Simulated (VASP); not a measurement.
# Ti (Fm-3m) in VASP: a series of runs, part 2 of 2

VASP 6.6.1. The steps go on from the part before.

### 4 Single point, PBE

This run uses another cell than the first one, of 16.73 Å³/atom, 1.047 times its volume.

File INCAR:

```
PREC     = Accurate       # precision mode
ENCUT    = 520            # plane-wave cutoff, eV
EDIFF    = 1E-6           # SCF threshold, eV
ISMEAR   = 0              # smearing method
SIGMA    = 0.019000000000000003 # smearing width, eV
LREAL    = False          # projectors in reciprocal space
LASPH    = True           # aspherical terms in the spheres
NELM     = 80             # most SCF steps
ALGO     = Normal         # electronic algorithm
ISIF     = 2              # what is computed and relaxed
LWAVE    = False          # write WAVECAR
LCHARG   = False          # write CHGCAR
GGA      = PE             # functional
NBANDS   = 12             # bands
```

File KPOINTS:

```
regular mesh
0
Gamma
  11 11 11
```

File POSCAR:

```
Ti
1.0
    0.0000000000      2.0300000000      2.0300000000
    2.0300000000      0.0000000000      2.0300000000
    2.0300000000      2.0300000000      0.0000000000
Ti
1
Direct
    0.0000000000      0.0000000000      0.0000000000
```

Potentials or basis: VASP PAW PBE potentials, release 64 (Ti_sv).

Run with:

```
$ cat potpaw_PBE.64/Ti_sv/POTCAR > POTCAR
$ mpirun -np 1 vasp_std > vasp.out
```

OUTCAR:

```text
PREC = Accurate
   ENCUT = 520
   EDIFF = 1E-6
   ISMEAR = 0
   LREAL = False
   LASPH = True
   NELM = 80
   ISIF = 2
   GGA = PE

 ion  position               nearest neighbor table
   1  0.000  0.000  0.000-

  LATTYP: Found a face centered cubic cell.
 ALAT       =     4.0600000000

  Lattice vectors:

 A1 = (   0.0000000000,   2.0300000000,   2.0300000000)
 A2 = (   2.0300000000,   0.0000000000,   2.0300000000)
 A3 = (   2.0300000000,   2.0300000000,   0.0000000000)

Analysis of symmetry for initial positions (statically):
=====================================================================
 Subroutine PRICEL returns:
 Original cell was already a primitive cell.

 Routine SETGRP: Setting up the symmetry group for a
 face centered cubic supercell.

 Subroutine GETGRP returns: Found 48 space group operations
 (whereof 48 operations were pure point group operations)
 out of a pool of 48 trial point group operations.

The static configuration has the point symmetry O_h .

Analysis of symmetry for dynamics (positions and initial velocities):
=====================================================================
 Subroutine PRICEL returns:
 Original cell was already a primitive cell.

 Routine SETGRP: Setting up the symmetry group for a
 face centered cubic supercell.

 Subroutine GETGRP returns: Found 48 space group operations
 (whereof 48 operations were pure point group operations)
 out of a pool of 48 trial point group operations.

The dynamic configuration has the point symmetry O_h .

 Subroutine INISYM returns: Found 48 space group operations
 (whereof 48 operations are pure point group operations),
 and found     1 'primitive' translations

----------------------------------------------------------------------------------------

                                     Primitive cell

  volume of cell :      16.7309

  direct lattice vectors                    reciprocal lattice vectors
     0.000000000  2.030000000  2.030000000    -0.246305419  0.246305419  0.246305419
     2.030000000  0.000000000  2.030000000     0.246305419 -0.246305419  0.246305419
     2.030000000  2.030000000  0.000000000     0.246305419  0.246305419 -0.246305419

  length of vectors
     2.870853532  2.870853532  2.870853532     0.426613499  0.426613499  0.426613499

  position of ions in fractional coordinates (direct lattice)
     0.000000000  0.000000000  0.000000000

  ion indices of the primitive-cell ions
   primitive index   ion index
                 1           1

----------------------------------------------------------------------------------------

 KPOINTS: regular mesh

Automatic generation of k-mesh.
 Grid dimensions read from file:
 generate k-points for:   11   11   11

 Generating k-lattice:

  Cartesian coordinates                     Fractional coordinates (reciprocal lattice)
    -0.022391402  0.022391402  0.022391402     0.090909091  0.000000000  0.000000000
     0.022391402 -0.022391402  0.022391402     0.000000000  0.090909091  0.000000000
     0.022391402  0.022391402 -0.022391402     0.000000000  0.000000000  0.090909091

  Length of vectors
     0.038783045  0.038783045  0.038783045

  Shift w.r.t. Gamma in fractional coordinates (k-lattice)
     0.000000000  0.000000000  0.000000000

 Subroutine IBZKPT returns following result:
 ===========================================

 Found     56 irreducible k-points:

 Following reciprocal coordinates:
            Coordinates               Weight
  0.000000  0.000000  0.000000      1.000000
  0.090909  0.000000  0.000000      8.000000
  0.181818  0.000000  0.000000      8.000000
  0.272727  0.000000  0.000000      8.000000
  0.363636  0.000000  0.000000      8.000000
  0.454545  0.000000  0.000000      8.000000
[... 16 lines left out ...]
 -0.272727  0.181818  0.000000     24.000000
 -0.181818  0.181818  0.000000     12.000000
 [... further k-points ...]
   k-points           NKPTS =     56   k-points in BZ     NKDIM =     56   number of bands    NBANDS=     12
   number of dos      NEDOS =    301   number of ions     NIONS =      1
   total plane-waves  NPLWV =  13824
   dimension x,y,z NGX =    24 NGY =   24 NGZ =   24
   dimension x,y,z NGXF=    48 NGYF=   48 NGZF=   48
   ions per type =               1
   NGX,Y,Z   is equivalent  to a cutoff of  13.90, 13.90, 13.90 a.u.
   NGXF,Y,Z  is equivalent  to a cutoff of  27.80, 27.80, 27.80 a.u.
 SYSTEM =  unknown system
   PREC   = accura    normal or accurate (medium, high low for compatibility)
   ISTART =      0    job   : 0-new  1-cont  2-samecut
   ICHARG =      2    charge: 1-file 2-atom 10-const
   ISPIN  =      1    spin polarized calculation?
   LNONCOLLINEAR =      F non collinear calculations
   LSORBIT =      F    spin-orbit coupling
   LASPH  =      T    aspherical Exc in radial PAW
   ENCUT  =  520.0 eV  38.22 Ry    6.18 a.u.   5.34  5.34  5.34*2*pi/ulx,y,z
   NELM   =     80;   NELMIN=  2; NELMDL= -5     # of ELM steps
   EDIFF  = 0.1E-05   stopping-criterion for ELM
   LREAL  =      F    real-space projection
[... 7 lines left out ...]
   TEBEG  =    0.0;   TEEND  =   0.0 temperature during run
   PSTRESS=    0.0 pullay stress
   NELECT =      12.0000    total number of electrons
   NUPDOWN=      -1.0000    fix difference up-down
   EMIN   =  10.00;   EMAX   =-10.00  energy-range for DOS
   EFERMI =   0.00;   METHOD = LEGACY
   ISMEAR =     0;   SIGMA  =   0.02  broadening in eV -4-tet -1-fermi 0-gaus
   EFERMI_NEDOS =   21; number of points for ismear=-14 and -15
   IALGO  =     38    algorithm
   IMIX   =      4    mixing-type and parameters
     AMIX     =   0.40;   BMIX     =  1.00
     AMIX_MAG =   1.60;   BMIX_MAG =  1.00
  volume/ion in A,a.u.               =      16.73       112.91
  Fermi-wavevector in a.u.,A,eV,Ry     =   1.465421  2.769245 29.217967  2.147460
  Thomas-Fermi vector in A             =   2.581280
   LORBIT       =      0    0 simple, 1 ext, 2 COOP (PROOUT), +10 PAW based schemes
   GGA     = PE    functional components
   LHFCALC =     F    Hartree Fock is set to
   AEXX    =    0.0000 exact exchange contribution
   IVDW    =     0    specifies the selected vdW correction
   LEPSILON=     F    determine dielectric tensor
   LRPA    =     F    only Hartree local field effects (RPA)
 non-spin polarized calculation
 Gauss-broadening in eV      SIGMA  =   0.02
  energy-cutoff  :      520.00
  volume of cell :       16.73
 maximum number of plane-waves:       463
 NGX is ok and might be reduce to    24
   NGX = 11   NGY = 11   NGZ = 11

 number of electron      12.0000002 magnetization

 Free energy of the ion-electron system (eV)
  ---------------------------------------------------
  ext. energy  EPLUGINS =         0.00000000
  ---------------------------------------------------
  free energy    TOTEN  =        -7.77575353 eV

  energy without entropy =       -7.77571606  energy(sigma->0) =       -7.77573479

 E-fermi :   8.6097     XC(G=0): -11.6716

 val. band max:        8.5949516763   @ k =   0.1818   0.1818   0.0000
 cond. band min:       8.6540783009   @ k =   0.2727   0.0000   0.0000
 fundamental gap:      0.0591266246
 Fermi energy:         8.6097144707

 k-point     1 :       0.0000    0.0000    0.0000
  band No.  band energies     occupation
      1     -47.9930      2.00000
      2     -23.8080      2.00000
      3     -23.8080      2.00000
      4     -23.8080      2.00000
      5       2.4389      2.00000
      6       9.5418      0.00000
      7       9.5418      0.00000
      8       9.5418      0.00000
      9      11.2608      0.00000
     10      11.2608      0.00000
     11      24.0813      0.00000
     12      28.7362      0.00000

 k-point     2 :       0.0909    0.0000    0.0000
  band No.  band energies     occupation
      1     -47.9818      2.00000
      2     -23.8702      2.00000
      3     -23.8157      2.00000
      4     -23.8157      2.00000
      5       2.7142      2.00000
      6       9.3725      0.00000
      7       9.6387      0.00000
      8       9.6387      0.00000
      9      11.1995      0.00000
     10      11.1995      0.00000
     11      24.3007      0.00000
     12      26.9466      0.00000
[... 316 lines left out ...]
 k-point    24 :      -0.1818    0.1818    0.0000
  band No.  band energies     occupation
      1     -47.8989      2.00000
      2     -24.2265      2.00000
      3     -23.9797      2.00000
      4     -23.8559      2.00000
      5       4.9775      2.00000
      6       8.4339      2.00000
      7       9.4535      0.00000
      8      10.4531      0.00000
      9      10.4683      0.00000
     10      12.2614      0.00000
     11      22.4355      0.00000
     12      22.9702      0.00000

 [... further k-points ...]
[... 5 lines left out ...]
  --------------------------------------------------------------------------------------
  -------------------------------------------------------------------------------------
  Total        0.3663042      0.3663042      0.3663042     -0.0000000     -0.0000000      0.0000000
  in kB       35.0779671     35.0779671     35.0779671     -0.0000000     -0.0000000      0.0000000
  external PRESSURE =      35.0779671 kB  Pullay stress =       0.0000000 kB

 VOLUME and BASIS-vectors are now :
 -----------------------------------------------------------------------------
  energy-cutoff  :      520.00
  volume of cell :       16.73
      direct lattice vectors                 reciprocal lattice vectors
     0.000000000  2.030000000  2.030000000    -0.246305419  0.246305419  0.246305419
     2.030000000  0.000000000  2.030000000     0.246305419 -0.246305419  0.246305419
     2.030000000  2.030000000  0.000000000     0.246305419  0.246305419 -0.246305419

 POSITION                                       TOTAL-FORCE (eV/Angst)
 -----------------------------------------------------------------------------------
      0.00000      0.00000      0.00000         0.000000     -0.000000     -0.000000
 -----------------------------------------------------------------------------------
    total drift:                                0.000000     -0.000000     -0.000000

  FREE ENERGIE OF THE ION-ELECTRON SYSTEM (eV)
  ---------------------------------------------------
  free  energy   TOTEN  =        -7.7757535293 eV

  energy  without entropy=       -7.7757160555  energy(sigma->0) =       -7.77573479
```

Wall time 8.5 s (1 thread of Intel Xeon 6975P-C, shared host); peak memory 0.14 GiB.

Results:

* Free energy: -7.7758 eV
* Pressure: 3.5 GPa
* Band gap on the k mesh: zero (band 6 reaches 9.54 eV, above the bottom of band 7 at 8.35 eV)

### 5 Single point, PBE

This run uses another cell than the first one, of 16.73 Å³/atom, 1.047 times its volume.

File INCAR:

```
SYSTEM = Ti
  PREC = Accurate
  ENCUT = 520
  EDIFF = 1E-7
  ISMEAR = 0
  SIGMA = 0.023
  LREAL = .False.
  LASPH = .True.
  NELM = 80
  ALGO = Normal
  ISIF = 2
  LWAVE = .False.
  LCHARG = .True.
  GGA = PE
  LELF = .True.
  LVHAR = .True.
  NBANDS = 12
```

File KPOINTS:

```
regular mesh
0
Gamma
  11 11 11
  0 0 0
```

POSCAR is that of step 4.

Run with:

```
$ cat potpaw_PBE.64/Ti_sv/POTCAR > POTCAR
$ mpirun -np 1 vasp_std > vasp.out
```

Run time: 9.8 s. Hardware: 1 thread of Intel Xeon 6975P-C, shared host; peak memory 0.14 GiB.

It converged, with:

| Property | Result |
| --- | --- |
| Free energy | -7.7758 eV |
| Pressure | 3.5 GPa |
| Band gap on the k mesh | zero (band 6 reaches 9.54 eV, above the bottom of band 7 at 8.35 eV) |

Levels at points of the mesh, in eV from the Fermi level:
| k point | band 3 | band 4 | band 5 | band 6 | band 7 | band 8 | band 9 | band 10 |
| --- | --- | --- | --- | --- | --- | --- | --- | --- |
| (0.00, 0.00, 0.00) | -32.42 | -32.42 | -6.17 | 0.93 | 0.93 | 0.93 | 2.65 | 2.65 |

### 6 Summary

```tsv
level	cell	smearing	gap on the mesh (eV)	pressure (GPa)
revPBE+D3(BJ)	a = 2.827 Å, angles 60.0°, 1 atom	fermi-dirac 0.05 eV	none	-0.4
PBE	a = 2.871 Å, angles 60.0°, 1 atom	gaussian 0.017 eV	none	3.5
PBE	a = 2.871 Å, angles 60.0°, 1 atom	gaussian 0.019 eV	none	3.5
PBE	a = 2.871 Å, angles 60.0°, 1 atom	gaussian 0.023 eV	none	3.5
```

Alike in all rows: task single point; potentials or basis VASP PAW PBE potentials, release 64 (Ti_sv); no spin polarisation; k mesh 11 × 11 × 11; cutoff (eV) 520.

Caveats: the PAW data sets were made with another functional, which shifts forces and pressure a little (some runs); pairwise dispersion overbinds metals, which lowers pressure and volume (some runs).

Absolute energies hang on the potentials; compare differences alone.
